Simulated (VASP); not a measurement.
# Ta2AlN3 (P3m1) in VASP: single point with PBE

Aim: the single point of Ta2AlN3 with PBE.

Everything below comes from runs of VASP 6.6.1. Logs are shortened: lines on timing, memory, paths and dates and some standing lists are left out, and cuts for length are marked.

### Step 1. The cell of the first run

The structure is trigonal, space group P3m1 (No. 156). The conventional cell has a = 3.204 Å, b = 3.204 Å, c = 8.420 Å, α = 90.00°, β = 90.00°, γ = 120.00°. Within 2.6 Å of Ta (site symmetry 3m) lie 4 N at 1.97 to 2.08 Å. Within 2.8 Å of Ta (site symmetry 3m) lie 4 N at 2.09 to 2.11 Å. Al (site symmetry 3m) has 4 N at 1.91 to 1.96 Å within 2.5 Å. N (site symmetry 3m) has 1 Al at 1.96 Å and 3 Ta at 2.08 Å within 2.6 Å. Within 2.5 Å of N (site symmetry 3m) lie 3 Al at 1.91 Å and 1 Ta at 2.11 Å. N (site symmetry 3m) has 4 Ta at 1.97 to 2.09 Å within 2.6 Å.

### Step 2. Single point, PBE

Contents of INCAR:

```
PREC     = Accurate       # precision mode
ENCUT    = 700            # plane-wave cutoff, eV
EDIFF    = 1E-6           # SCF threshold, eV
ISMEAR   = 0              # smearing method
SIGMA    = 0.1            # smearing width, eV
LREAL    = F              # projectors in reciprocal space
LASPH    = T              # aspherical terms in the spheres
NELM     = 120            # most SCF steps
ALGO     = Normal         # electronic algorithm
ISIF     = 2              # what is computed and relaxed
LWAVE    = F              # write WAVECAR
LCHARG   = F              # write CHGCAR
GGA      = PE             # functional
NBANDS   = 31             # bands
GGA_COMPAT= F
```

Contents of KPOINTS:

```
Automatic mesh
0
Gamma
  6 6 2
```

Contents of POSCAR:

```
Ta2AlN3
1.0
    3.2041831340     -0.0000000028      0.0000000000
   -1.6020915646      2.7749039938      0.0000000000
    0.0000000000      0.0000000000      8.4204289321
Ta Al N
2 1 3
Direct
    0.0000000000      0.0000000000      0.0040294361
    0.6666666667      0.3333333333      0.3532528330
    0.3333333333      0.6666666667      0.6586357365
    0.3333333333      0.6666666667      0.8917712606
    0.6666666667      0.3333333333      0.6040994644
    0.0000000000      0.0000000000      0.2382112694
```

Potentials or basis: VASP PAW PBE potentials, release 64 (Ta_sv_GW, Al, N).

Run with:

```console
> cat potpaw_PBE.64/Ta_sv_GW/POTCAR potpaw_PBE.64/Al/POTCAR potpaw_PBE.64/N/POTCAR > POTCAR
> mpirun -np 1 vasp_std > vasp.out
```

OUTCAR:

```text
PREC = Accurate
   ENCUT = 700
   EDIFF = 1E-6
   ISMEAR = 0
   LREAL = F
   LASPH = T
   NELM = 120
   ISIF = 2
   GGA = PE

 ion  position               nearest neighbor table
   1  0.000  0.000  0.004-   6 1.97   4 2.08   4 2.08   4 2.08
   2  0.667  0.333  0.353-   6 2.09   6 2.09   6 2.09   5 2.11   3 3.17   3 3.17   3 3.17
   3  0.333  0.667  0.659-   5 1.91   5 1.91   5 1.91   4 1.96   2 3.17   2 3.17   2 3.17
   4  0.333  0.667  0.892-   3 1.96   1 2.08   1 2.08   1 2.08
   5  0.667  0.333  0.604-   3 1.91   3 1.91   3 1.91   2 2.11
   6  0.000  0.000  0.238-   1 1.97   2 2.09   2 2.09   2 2.09

  LATTYP: Found a hexagonal cell.
 ALAT       =     3.2041831340
 C/A-ratio  =     2.6279487095

  Lattice vectors:

 A1 = (   3.2041831340,  -0.0000000028,   0.0000000000)
 A2 = (  -1.6020915646,   2.7749039938,   0.0000000000)
 A3 = (   0.0000000000,   0.0000000000,   8.4204289321)

Analysis of symmetry for initial positions (statically):
=====================================================================
 Subroutine PRICEL returns:
 Original cell was already a primitive cell.

 Routine SETGRP: Setting up the symmetry group for a
 hexagonal supercell.

 Subroutine GETGRP returns: Found  6 space group operations
 (whereof  6 operations were pure point group operations)
 out of a pool of 24 trial point group operations.

The static configuration has the point symmetry C_3v.

Analysis of symmetry for dynamics (positions and initial velocities):
=====================================================================
 Subroutine PRICEL returns:
 Original cell was already a primitive cell.

 Routine SETGRP: Setting up the symmetry group for a
 hexagonal supercell.

 Subroutine GETGRP returns: Found  6 space group operations
 (whereof  6 operations were pure point group operations)
 out of a pool of 24 trial point group operations.

The dynamic configuration has the point symmetry C_3v.

 Subroutine INISYM returns: Found  6 space group operations
 (whereof  6 operations are pure point group operations),
 and found     1 'primitive' translations

----------------------------------------------------------------------------------------

                                     Primitive cell

  volume of cell :      74.8686

  direct lattice vectors                    reciprocal lattice vectors
     3.204183134 -0.000000003  0.000000000     0.312092024  0.180186414  0.000000000
    -1.602091565  2.774903994  0.000000000     0.000000000  0.360372828  0.000000000
     0.000000000  0.000000000  8.420428932     0.000000000  0.000000000  0.118758796

  length of vectors
     3.204183134  3.204183134  8.420428932     0.360372828  0.360372828  0.118758796

  position of ions in fractional coordinates (direct lattice)
     0.000000000  0.000000000  0.004029436
     0.666666667  0.333333333  0.353252833
     0.333333333  0.666666667  0.658635737
     0.333333333  0.666666667  0.891771261
     0.666666667  0.333333333  0.604099464
     0.000000000  0.000000000  0.238211269

  ion indices of the primitive-cell ions
   primitive index   ion index
                 1           1
                 2           2
                 3           3
                 4           4
                 5           5
                 6           6

----------------------------------------------------------------------------------------

 KPOINTS: Automatic mesh

Automatic generation of k-mesh.
 Grid dimensions read from file:
 generate k-points for:    6    6    2

 Generating k-lattice:

  Cartesian coordinates                     Fractional coordinates (reciprocal lattice)
     0.052015337  0.030031069  0.000000000     0.166666667  0.000000000  0.000000000
     0.000000000  0.060062138  0.000000000     0.000000000  0.166666667  0.000000000
     0.000000000  0.000000000  0.059379398     0.000000000  0.000000000  0.500000000

  Length of vectors
     0.060062138  0.060062138  0.059379398

  Shift w.r.t. Gamma in fractional coordinates (k-lattice)
     0.000000000  0.000000000  0.000000000

 Subroutine IBZKPT returns following result:
 ===========================================

 Found     14 irreducible k-points:

 Following reciprocal coordinates:
            Coordinates               Weight
  0.000000  0.000000  0.000000      1.000000
  0.166667  0.000000  0.000000      6.000000
  0.333333  0.000000  0.000000      6.000000
  0.500000  0.000000  0.000000      3.000000
  0.166667  0.166667  0.000000      6.000000
  0.333333  0.166667  0.000000     12.000000
  0.333333  0.333333  0.000000      2.000000
  0.000000  0.000000  0.500000      1.000000
  0.166667  0.000000  0.500000      6.000000
  0.333333  0.000000  0.500000      6.000000
  0.500000  0.000000  0.500000      3.000000
  0.166667  0.166667  0.500000      6.000000
  0.333333  0.166667  0.500000     12.000000
  0.333333  0.333333  0.500000      2.000000
   k-points           NKPTS =     14   k-points in BZ     NKDIM =     14   number of bands    NBANDS=     31
   number of dos      NEDOS =    301   number of ions     NIONS =      6
   total plane-waves  NPLWV =  62720
   dimension x,y,z NGX =    28 NGY =   28 NGZ =   80
   dimension x,y,z NGXF=    56 NGYF=   56 NGZF=  160
   ions per type =               2   1   3
   NGX,Y,Z   is equivalent  to a cutoff of  14.53, 14.53, 15.79 a.u.
   NGXF,Y,Z  is equivalent  to a cutoff of  29.06, 29.06, 31.59 a.u.
 SYSTEM =  unknown system
   PREC   = accura    normal or accurate (medium, high low for compatibility)
   ISTART =      0    job   : 0-new  1-cont  2-samecut
   ICHARG =      2    charge: 1-file 2-atom 10-const
   ISPIN  =      1    spin polarized calculation?
   LNONCOLLINEAR =      F non collinear calculations
   LSORBIT =      F    spin-orbit coupling
   LASPH  =      T    aspherical Exc in radial PAW
   ENCUT  =  700.0 eV  51.45 Ry    7.17 a.u.   6.91  6.91 18.17*2*pi/ulx,y,z
   NELM   =    120;   NELMIN=  2; NELMDL= -5     # of ELM steps
   EDIFF  = 0.1E-05   stopping-criterion for ELM
   LREAL  =      F    real-space projection
   EDIFFG = 0.1E-04   stopping-criterion for IOM
   NSW    =      0    number of steps for IOM
   IBRION =     -1    ionic relax: 0-MD 1-quasi-New 2-CG
   NFREE  =      0    steps in history (QN), initial steepest desc. (CG)
   ISIF   =      2    stress and relaxation
   ISYM   =      2    0-nonsym 1-usesym 2-fastsym
   POTIM  = 0.5000    time-step for ionic-motion
   TEBEG  =    0.0;   TEEND  =   0.0 temperature during run
   PSTRESS=    0.0 pullay stress
   NELECT =      44.0000    total number of electrons
   NUPDOWN=      -1.0000    fix difference up-down
   EMIN   =  10.00;   EMAX   =-10.00  energy-range for DOS
   EFERMI =   0.00;   METHOD = LEGACY
   ISMEAR =     0;   SIGMA  =   0.10  broadening in eV -4-tet -1-fermi 0-gaus
   EFERMI_NEDOS =   21; number of points for ismear=-14 and -15
   IALGO  =     38    algorithm
   IMIX   =      4    mixing-type and parameters
     AMIX     =   0.40;   BMIX     =  1.00
     AMIX_MAG =   1.60;   BMIX_MAG =  1.00
  volume/ion in A,a.u.               =      12.48        84.21
  Fermi-wavevector in a.u.,A,eV,Ry     =   1.371279  2.591342 25.584485  1.880407
  Thomas-Fermi vector in A             =   2.496990
   LORBIT       =      0    0 simple, 1 ext, 2 COOP (PROOUT), +10 PAW based schemes
   GGA     = PE    functional components
   LHFCALC =     F    Hartree Fock is set to
   AEXX    =    0.0000 exact exchange contribution
   IVDW    =     0    specifies the selected vdW correction
   LEPSILON=     F    determine dielectric tensor
   LRPA    =     F    only Hartree local field effects (RPA)
 non-spin polarized calculation
 Gauss-broadening in eV      SIGMA  =   0.10
  energy-cutoff  :      700.00
  volume of cell :       74.87
 maximum number of plane-waves:      3176
 NGX is ok and might be reduce to    28
   NGX = 13   NGY = 13   NGZ = 37

 number of electron      43.9999999 magnetization

 Free energy of the ion-electron system (eV)
  ---------------------------------------------------
  ext. energy  EPLUGINS =         0.00000000
  ---------------------------------------------------
  free energy    TOTEN  =       -62.58267902 eV

  energy without entropy =      -62.55967793  energy(sigma->0) =      -62.57117848

 E-fermi :   9.5565     XC(G=0): -11.8480

 val. band max:        9.5499689582   @ k =   0.1667   0.0000   0.5000
 cond. band min:       9.5909118400   @ k =   0.3333   0.1667   0.0000
 fundamental gap:      0.0409428819
 Fermi energy:         9.5564893255

 k-point     1 :       0.0000    0.0000    0.0000
  band No.  band energies     occupation
      1     -59.5669      2.00000
      2     -59.4104      2.00000
      3     -26.2598      2.00000
      4     -25.9575      2.00000
      5     -25.8484      2.00000
      6     -25.8484      2.00000
[... 23 lines left out ...]
     30      13.9204      0.00000
     31      14.7329      0.00000

 k-point     2 :       0.1667    0.0000    0.0000
  band No.  band energies     occupation
      1     -59.5608      2.00000
      2     -59.4044      2.00000
      3     -26.2372      2.00000
      4     -25.9839      2.00000
      5     -25.9322      2.00000
      6     -25.8758      2.00000
[... 23 lines left out ...]
     30      14.4752      0.00000
     31      15.0109      0.00000

 k-point     3 :       0.3333    0.0000    0.0000
  band No.  band energies     occupation
      1     -59.5485      2.00000
      2     -59.3922      2.00000
      3     -26.2238      2.00000
      4     -26.1877      2.00000
      5     -26.0102      2.00000
      6     -25.9301      2.00000
[... 23 lines left out ...]
     30      14.6114      0.00000
     31      15.2862      0.00000

 k-point     4 :       0.5000    0.0000    0.0000
  band No.  band energies     occupation
      1     -59.5423      2.00000
      2     -59.3861      2.00000
      3     -26.3276      2.00000
      4     -26.2110      2.00000
      5     -26.0823      2.00000
      6     -25.9569      2.00000
[... 23 lines left out ...]
     30      13.9051      0.00000
     31      14.5188      0.00000

 k-point     5 :       0.1667    0.1667    0.0000
  band No.  band energies     occupation
      1     -59.5516      2.00000
      2     -59.3952      2.00000
      3     -26.2080      2.00000
      4     -26.1287      2.00000
      5     -25.9490      2.00000
      6     -25.9399      2.00000
[... 23 lines left out ...]
     30      14.9227      0.00000
     31      15.5683      0.00000
[... 202 lines left out ...]
     30      14.0123      0.00000
     31      14.5949      0.00000

 k-point    12 :       0.1667    0.1667    0.5000
  band No.  band energies     occupation
      1     -59.5516      2.00000
      2     -59.3953      2.00000
      3     -26.2079      2.00000
      4     -26.1288      2.00000
      5     -25.9490      2.00000
      6     -25.9400      2.00000
[... 23 lines left out ...]
     30      14.6644      0.00000
     31      15.0351      0.00000

 k-point    13 :       0.3333    0.1667    0.5000
  band No.  band energies     occupation
      1     -59.5423      2.00000
      2     -59.3861      2.00000
      3     -26.2702      2.00000
      4     -26.1872      2.00000
      5     -26.0514      2.00000
      6     -26.0185      2.00000
[... 23 lines left out ...]
     30      14.6775      0.00000
     31      15.2090      0.00000

 k-point    14 :       0.3333    0.3333    0.5000
  band No.  band energies     occupation
      1     -59.5392      2.00000
      2     -59.3831      2.00000
      3     -26.2191      2.00000
      4     -26.1690      2.00000
      5     -26.1447      2.00000
      6     -26.0049      2.00000
[... 23 lines left out ...]
     30      14.9622      0.00000
     31      16.0185      0.00000

------------------------ aborting loop because EDIFF is reached ----------------------------------------

  FORCE on cell =-STRESS in cart. coord.  units (eV):
  Direction    XX          YY          ZZ          XY          YZ          ZX
  --------------------------------------------------------------------------------------
  -------------------------------------------------------------------------------------
  Total       -0.1979013     -0.1979013     -0.0259158      0.0000000     -0.0000000     -0.0000000
  in kB       -4.2350622     -4.2350622     -0.5545951      0.0000000     -0.0000000     -0.0000000
  external PRESSURE =      -3.0082398 kB  Pullay stress =       0.0000000 kB

 VOLUME and BASIS-vectors are now :
 -----------------------------------------------------------------------------
  energy-cutoff  :      700.00
  volume of cell :       74.87
      direct lattice vectors                 reciprocal lattice vectors
     3.204183134 -0.000000003  0.000000000     0.312092024  0.180186414  0.000000000
    -1.602091565  2.774903994  0.000000000     0.000000000  0.360372828  0.000000000
     0.000000000  0.000000000  8.420428932     0.000000000  0.000000000  0.118758796

 POSITION                                       TOTAL-FORCE (eV/Angst)
 -----------------------------------------------------------------------------------
      0.00000      0.00000      0.03393         0.000000      0.000000     -0.015020
      1.60209      0.92497      2.97454        -0.000000     -0.000000      0.009994
      0.00000      1.84994      5.54600         0.000000      0.000000      0.009906
      0.00000      1.84994      7.50910        -0.000000      0.000000     -0.026155
      1.60209      0.92497      5.08678         0.000000      0.000000      0.013908
      0.00000      0.00000      2.00584         0.000000      0.000000      0.007367
 -----------------------------------------------------------------------------------
    total drift:                               -0.000001      0.000000      0.000636

  FREE ENERGIE OF THE ION-ELECTRON SYSTEM (eV)
  ---------------------------------------------------
  free  energy   TOTEN  =       -62.5826790175 eV

  energy  without entropy=      -62.5596779340  energy(sigma->0) =      -62.57117848
```

Run time: 88 s. Hardware: 1 thread of Intel Xeon Platinum 8488C (Sapphire Rapids), shared host; peak memory 0.26 GiB.

What came out:

```yaml
Free_energy: -62.5827 eV
Pressure: -0.3 GPa
Largest_force: 0.026 eV/Å
Band_gap_on_the_k_mesh: zero (bands 22 and 23 overlap by 0.60 eV)
```

Forces on the atoms (eV/Å):
```
Ta   0.000  0.000 -0.015
Ta   0.000  0.000  0.010
Al   0.000  0.000  0.010
N    0.000  0.000 -0.026
N    0.000  0.000  0.014
N    0.000  0.000  0.007
```

Caveat: the k points lie up to 0.38 Å⁻¹ apart, too coarse for converged energies and pressures of a metal; spin-orbit coupling is left out, which moves the levels of the heavy elements.

The gap in the log of VASP goes by the Fermi energy; the results here count the filled bands.